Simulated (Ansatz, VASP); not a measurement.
SbS2 in VASP and in Ansatz

Contents of POSCAR:

```
SbS2
1.0
    1.7873670000      3.0958060000      0.0000000000
   -1.7873670000      3.0958060000      0.0000000000
    0.0000000000      0.0000000000      5.0937320000
Sb S
1 2
Direct
    0.0000000000      0.0000000000      0.0000000000
    0.6667000000      0.6666000000      0.2859000000
    0.3333000000      0.3334000000      0.7141000000
```

File INCAR.step1:

```
PREC = Accurate ; ENCUT = 520
ISMEAR = -1 ; SIGMA = 0.1
LREAL = False ; LASPH = True
NELM = 80 ; NBANDS = 16
GGA = PE ; ALGO = Normal
EDIFF = 1E-4 ; LWAVE = True
LCHARG = False
```

The input INCAR.step2:

```
PREC = Accurate ; ENCUT = 520
EDIFF = 1E-6 ; ISMEAR = -1
SIGMA = 0.1 ; LREAL = False
LASPH = True ; NELM = 80
ALGO = Normal ; ISIF = 2
LWAVE = False ; LCHARG = False
METAGGA = R2SCAN ; LMIXTAU = True
NBANDS = 16 ; ISTART = 1
```

File KPOINTS:

```
regular mesh
0
Gamma
  11 11 7
```

Input for Ansatz:

```yaml
crystal:
  lattice:
    - [1.787367, 3.095806, 0.0]
    - [-1.787367, 3.095806, 0.0]
    - [0.0, 0.0, 5.093732]
  atoms:
    - { symbol: Sb, position: [0.0, 0.0, 0.0] }
    - { symbol: S, position: [0.6667, 0.6666, 0.2859] }
    - { symbol: S, position: [0.3333, 0.3334, 0.7141] }
  symmetry: { tolerance: 0.0003 }
kpoints:
  mp_grid: { grid: [11, 11, 7], shift: [0, 0, 0] }
  band_path:
    path:
      - [0.0, 0.0, 0.0]
      - [0.49999987, 0.50000004, 0.0]
      - [0.33333324, 0.66666685, 0.0]
      - [0.0, 0.0, 0.0]
      - [0.0, 0.0, 0.5]
      - [0.49999987, 0.50000004, 0.5]
      - [0.33333324, 0.66666685, 0.5]
      - [0.0, 0.0, 0.5]
      - [0.49999987, 0.50000004, 0.5]
      - [0.49999987, 0.50000004, 0.0]
      - [0.33333324, 0.66666685, 0.5]
    npoints: 14
magnetization:
  spin_polarized: false
scf:
  occupations: { method: fermi_dirac }
  lower_state_search: "off"
  max_iter: 200
hamiltonian:
  pseudopotentials: { kind: paw }
  xc: r2scan
basis:
  ecutwfc: 500
  fft_grid_basis: typed
output:
  forces: true
  stress: true
  eigenvalues: true
  bader: true
  populations: true
  elf: true
  write_potential: true
  volumetric_format: npy
  dos:
    e_range: [-12, 8]
    de: 0.05
    projected: { site_lists: { S: [S], Sb: [Sb] } }
  write_density: true
checkpoint:
  read: saved_state
```

Alike in both runs: task single point; functional r2SCAN; k mesh 11 × 11 × 7; no spin polarisation.

|  | VASP | Ansatz |
| --- | --- | --- |
| version | VASP 6.6.1 | Ansatz 0.2.0 |
| potentials or method | VASP PAW PBE potentials, release 64 (Sb, S), cutoff 520 eV | PAW plane waves |
| occupations | fermi-dirac, width 0.1 eV | fermi-dirac |
| valence electrons in the cell | 17 | 27 |

|  | VASP | Ansatz | Ansatz less VASP |
| --- | --- | --- | --- |
| pressure (GPa) | 19.1 | 19.2 | +0.08 |
| traceless stress, the component that is largest in VASP (GPa) | 2.59 | 2.51 | -0.083 |
| rms of the force components (eV/Å) | 0.394 | 0.391 | -0.0031 |

VASP's potentials were made for PBE, not for r2SCAN. Atom by atom the forces differ by 0.003 eV/Å (rms over components). VASP's potentials hold 17 valence electrons a cell and Ansatz's 27, so a difference there can come from the potentials and not from the codes. Ansatz's warnings: structure snapped to symmetry.

Spin-orbit coupling is off throughout.
